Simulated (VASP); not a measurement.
Input of a VASP 6.6.1 run:

The input INCAR:

```
PREC = Accurate ; ENCUT = 520
EDIFF = 1E-6 ; ISMEAR = 0
SIGMA = 0.1 ; LREAL = False
LASPH = True ; NELM = 60
ALGO = Normal ; ISIF = 2
LWAVE = False ; LCHARG = False
GGA = PE ; NBANDS = 36
```

File KPOINTS:

```
regular mesh
0
Gamma
  4 4 4
```

The input POSCAR:

```
Ta
1.0
    2.7605809444     -2.7605923244      0.0000000000
    2.7605809444      2.7605923244      0.0000000000
    0.0000000000      0.0000000000      6.9400720072
Ta
5
Direct
    0.5000000000      0.0000000000      0.3024387101
    0.0000000000      0.5000000000      0.6975612899
    0.0000000000      0.5000000000      0.3024387101
    0.5000000000      0.0000000000      0.6975612899
    0.0000000000      0.0000000000      0.0000000000
```

Potentials or basis: VASP PAW PBE potentials, release 64 (Ta_pv).

The run is started by

```sh
$ cat potpaw_PBE.64/Ta_pv/POTCAR > POTCAR
$ mpirun -np 1 vasp_std > vasp.out
```

(1) What does it give for the pressure?

(2) Predict the largest force.

Answers

(1) 0.1 GPa.

(2) 0.004 eV/Å.

Caveat: the k points lie up to 0.40 Å⁻¹ apart.
